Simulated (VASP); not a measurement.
A run of VASP 6.6.1 is set up as follows.

The input POSCAR:

```
TePb
1.0
    0.0000000000      3.7252993776      2.4214445955
    3.7252993776      0.0000000000      2.4214445955
    3.7252993776      3.7252993776      0.0000000000
Te Pb
1 1
Direct
    0.5000000000      0.5000000000      0.5000000000
    0.0000000000      0.0000000000      0.0000000000
```

Contents of INCAR.step1:

```
SYSTEM = TePb
PREC = Accurate
ENCUT = 520
ISMEAR = 0
SIGMA = 0.05
LREAL = .False.
LASPH = .True.
NELM = 60
NBANDS = 17
GGA = PE
ALGO = Normal
EDIFF = 1E-4
LWAVE = .True.
LCHARG = .False.
```

INCAR.step2

```
SYSTEM = TePb
PREC = Accurate
ENCUT = 520
EDIFF = 1E-6
ISMEAR = 0
SIGMA = 0.05
LREAL = .False.
LASPH = .True.
NELM = 60
ALGO = Normal
ISIF = 2
LWAVE = .False.
LCHARG = .True.
METAGGA = R2SCAN
LMIXTAU = .True.
LELF = .True.
LVHAR = .True.
NBANDS = 17
ISTART = 1
```

KPOINTS

```
regular mesh
0
Gamma
  8 8 8
  0 0 0
```

Potentials or basis: VASP PAW PBE potentials, release 64 (Te, Pb_d).

Command:

```sh
$ cat potpaw_PBE.64/Te/POTCAR potpaw_PBE.64/Pb_d/POTCAR > POTCAR
$ cp INCAR.step1 INCAR
$ mpirun -np 1 vasp_std > vasp.out
$ cp INCAR.step2 INCAR
$ mpirun -np 1 vasp_std > vasp.out
```

Problem. Estimate the pressure.

Solution. 24.9 GPa.

Problem. Estimate the band gap on the k mesh.

Solution. Zero (band 10 reaches 8.00 eV, above the bottom of band 11 at 5.93 eV).

Stress tensor (GPa, compression positive):
```
-0.39  0.00  0.00
 0.00 -0.39  0.00
 0.00  0.00 75.57
```

Caveat: the PAW data sets were made with another functional, which shifts forces and pressure a little; spin-orbit coupling is left out, which moves the levels of the heavy elements.
